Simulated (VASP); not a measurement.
# CoPdO2 (R-3m) in VASP: single point with PBEsol+D3(BJ)

Aim: the single point of CoPdO2 with PBEsol+D3(BJ).

Program: VASP 6.6.1. These are calculated values, not measurements. Logs are shortened: lines on timing, memory, paths and dates and some standing lists are left out, and cuts for length are marked.

### 1 The cell of the first run

The structure is trigonal, space group R-3m (No. 166). The conventional cell has a = 2.863 Å, b = 2.863 Å, c = 17.873 Å, α = 90.00°, β = 90.00°, γ = 120.00°. Within 2.5 Å of Co (site symmetry -3m) lie 6 O at 1.92 Å. Within 2.7 Å of Pd (site symmetry -3m) lie 2 O at 2.01 Å. O (site symmetry 3m) has 3 Co at 1.92 Å and 1 Pd at 2.01 Å and 3 O at 2.55 Å within 2.6 Å.

### 2 Single point, PBEsol+D3(BJ), collinear spin, ferromagnetic start

File INCAR:

```
SYSTEM = CoPdO2
PREC = Accurate
ENCUT = 600
EDIFF = 1E-6
ISMEAR = -1
SIGMA = 0.01
LREAL = .FALSE.
LASPH = .TRUE.
NELM = 200
ALGO = Normal
ISIF = 2
LWAVE = .FALSE.
LCHARG = .FALSE.
ISPIN = 2
MAGMOM = 1.8 0 0 0
LORBIT = 11
LMAXMIX = 4
GGA = PS
IVDW = 12
NBANDS = 28
GGA_COMPAT = .FALSE.
```

File KPOINTS:

```
regular mesh
0
G
  6 6 6
  0 0 0
```

File POSCAR:

```
CoPdO2
1.0
    1.4316900000      0.8265870000      5.9577720000
   -1.4316900000      0.8265870000      5.9577720000
    0.0000000000     -1.6531730000      5.9577720000
Co Pd O
1 1 2
Direct
    0.5000000000      0.5000000000      0.5000000000
    0.0000000000      0.0000000000      0.0000000000
    0.8875240000      0.8875240000      0.8875240000
    0.1124760000      0.1124760000      0.1124760000
```

Potentials or basis: VASP PAW PBE potentials, release 64 (Co, Pd, O).

Launch:

```bash
> cat potpaw_PBE.64/Co/POTCAR potpaw_PBE.64/Pd/POTCAR potpaw_PBE.64/O/POTCAR > POTCAR
> mpirun -np 1 vasp_std > vasp.out
```

OUTCAR:

```text
SYSTEM = CoPdO2
   PREC = Accurate
   ENCUT = 600
   EDIFF = 1E-6
   ISMEAR = -1
   LREAL = .FALSE.
   LASPH = .TRUE.
   NELM = 200
   ISIF = 2
   ISPIN = 2
   LORBIT = 11
   GGA = PS
   IVDW = 12
 IVDW          = 12

 ion  position               nearest neighbor table
   1  0.500  0.500  0.500-   4 1.92   4 1.92   3 1.92   3 1.92   4 1.92   3 1.92
   2  0.000  0.000  0.000-   3 2.01   4 2.01
   3  0.888  0.888  0.888-   1 1.92   1 1.92   1 1.92   2 2.01
   4  0.112  0.112  0.112-   1 1.92   1 1.92   1 1.92   2 2.01

  LATTYP: Found a trigonal (rhomboedric) cell.
 ALAT       =     6.1828819760
 COS(alpha) =     0.8927626383

  Lattice vectors:

 A1 = (   1.4316900000,   0.8265870000,   5.9577720000)
 A2 = (  -1.4316900000,   0.8265870000,   5.9577720000)
 A3 = (   0.0000000000,  -1.6531730000,   5.9577720000)

Analysis of symmetry for initial positions (statically):
=====================================================================
 Subroutine PRICEL returns:
 Original cell was already a primitive cell.

 Routine SETGRP: Setting up the symmetry group for a
 trigonal (rhombohedral) supercell.

 Subroutine GETGRP returns: Found 12 space group operations
 (whereof 12 operations were pure point group operations)
 out of a pool of 12 trial point group operations.

The static configuration has the point symmetry D_3d.

Analysis of symmetry for dynamics (positions and initial velocities):
=====================================================================
 Subroutine PRICEL returns:
 Original cell was already a primitive cell.

 Routine SETGRP: Setting up the symmetry group for a
 trigonal (rhombohedral) supercell.

 Subroutine GETGRP returns: Found 12 space group operations
 (whereof 12 operations were pure point group operations)
 out of a pool of 12 trial point group operations.

The dynamic configuration has the point symmetry D_3d.

Analysis of structural, dynamic, and magnetic symmetry:
=====================================================================
 Subroutine PRICEL returns:
 Original cell was already a primitive cell.

 Routine SETGRP: Setting up the symmetry group for a
 trigonal (rhombohedral) supercell.

 Subroutine GETGRP returns: Found 12 space group operations
 (whereof 12 operations were pure point group operations)
 out of a pool of 12 trial point group operations.

The overall configuration has the point symmetry D_3d.

 Subroutine INISYM returns: Found 12 space group operations
 (whereof 12 operations are pure point group operations),
 and found     1 'primitive' translations

----------------------------------------------------------------------------------------
[... 129 lines left out ...]
  energy-cutoff  :      600.00
  volume of cell :       42.30
 maximum number of plane-waves:      1436
 NGX is ok and might be reduce to    50
   NGX = 25   NGY = 25   NGZ = 25

 number of electron      30.9999999 magnetization       0.3772185

 number of electron      30.9999999 magnetization      -0.0480916

 Free energy of the ion-electron system (eV)
  ---------------------------------------------------
  ext. energy  EPLUGINS =         0.00000000
  ---------------------------------------------------
  free energy    TOTEN  =       -27.72874081 eV

  energy without entropy =      -27.72794627  energy(sigma->0) =      -27.72834354

 E-fermi :   6.9867     XC(G=0): -12.5811

 val. band max:        6.9670289665   @ k =   0.5000   0.5000   0.3333
 cond. band min:       6.9899838080   @ k =   0.5000  -0.0000   0.0000
 fundamental gap:      0.0229548415
 Fermi energy:         6.9867432481

 spin component 1

 k-point     1 :       0.0000    0.0000    0.0000
  band No.  band energies     occupation
      1     -13.4301      1.00000
      2     -11.5787      1.00000
      3      -1.1261      1.00000
      4       1.3162      1.00000
      5       1.3162      1.00000
      6       2.3620      1.00000
[... 709 lines left out ...]
     26      22.3434      0.00000
     27      24.5542      0.00000

 [... further k-points ...]

 spin component 2

 k-point     1 :       0.0000    0.0000    0.0000
  band No.  band energies     occupation
      1     -13.4298      1.00000
      2     -11.5782      1.00000
      3      -1.1280      1.00000
      4       1.3167      1.00000
      5       1.3167      1.00000
      6       2.3444      1.00000
[... 709 lines left out ...]
     26      22.3423      0.00000
     27      24.5535      0.00000

 [... further k-points ...]

 [bands above 27 left out]

------------------------ aborting loop because EDIFF is reached ----------------------------------------

 Edisp (eV)   -0.94432

 E8    (eV) :    -0.5833

  FORCE on cell =-STRESS in cart. coord.  units (eV):
  Direction    XX          YY          ZZ          XY          YZ          ZX
  --------------------------------------------------------------------------------------
  -------------------------------------------------------------------------------------
  Total      -3.79790    -3.79790    -4.17523    -0.00000    -0.00000     0.00000
  in kB    -143.84074  -143.84076  -158.13162    -0.00000    -0.00001     0.00000
  external pressure =     -148.60 kB  Pullay stress =        0.00 kB

 VOLUME and BASIS-vectors are now :
 -----------------------------------------------------------------------------
  energy-cutoff  :      600.00
  volume of cell :       42.30
      direct lattice vectors                 reciprocal lattice vectors
     1.431690000  0.826587000  5.957772000     0.349237614  0.201632416  0.055949316
    -1.431690000  0.826587000  5.957772000    -0.349237614  0.201632416  0.055949316
     0.000000000 -1.653173000  5.957772000     0.000000000 -0.403264832  0.055949349

 POSITION                                       TOTAL-FORCE (eV/Angst)
 -----------------------------------------------------------------------------------
      0.00000      0.00000      8.93666         0.000000      0.000000      0.000000
      0.00000      0.00000      0.00000        -0.000000     -0.000000      0.000000
      0.00000      0.00000     15.86300        -0.000000     -0.000000     -0.208473
      0.00000      0.00000      2.01032        -0.000000      0.000000      0.208473
 -----------------------------------------------------------------------------------
    total drift:                               -0.000000     -0.000000     -0.000000

  FREE ENERGIE OF THE ION-ELECTRON SYSTEM (eV)
  ---------------------------------------------------
  free  energy   TOTEN  =       -28.6730572820 eV

  energy  without entropy=      -28.6722627408  energy(sigma->0) =      -28.67266001

 total charge

# of ion       s       p       d       tot
------------------------------------------
    1        0.422   0.640   7.313   8.375
    2        0.465   0.456   8.418   9.338
    3        1.550   3.407   0.000   4.956
    4        1.550   3.407   0.000   4.956
--------------------------------------------------
tot          3.986   7.909  15.731  27.626

 magnetization (x)

# of ion       s       p       d       tot
------------------------------------------
    1        0.000   0.000   0.003   0.003
    2        0.001   0.001  -0.054  -0.053
    3       -0.000   0.000   0.000   0.000
    4       -0.000   0.000   0.000   0.000
--------------------------------------------------
tot          0.001   0.001  -0.051  -0.049
```

It took 9 min on 1 thread of AMD EPYC 7R13, shared host; peak memory 0.46 GiB.

Results:

- Free energy: -28.6731 eV
- Pressure: -14.9 GPa
- Largest force: 0.208 eV/Å
- Net moment: -0.05 μB per cell
- Site moments: Co +0.00; Pd -0.05; O +0.00 μB
- Valence electrons inside the program's atomic spheres: Co 8.38; Pd 9.34; O 4.96
- Dispersion energy per atom: -0.236 eV

Forces in eV/Å, atoms in the order of the input:
```
Co   0.000  0.000  0.000
Pd   0.000  0.000  0.000
O    0.000  0.000 -0.208
O    0.000  0.000  0.208
```

Caveat: the k points lie up to 0.43 Å⁻¹ apart; three body term missing; the PAW data sets were made with another functional, which shifts forces and pressure a little; semilocal functionals often make such compounds metallic where correlation or magnetic order opens a gap, which also shifts bond lengths. With open d or f shells a metallic result of PBEsol can be an artefact of self-interaction; +U or a hybrid may open a gap.
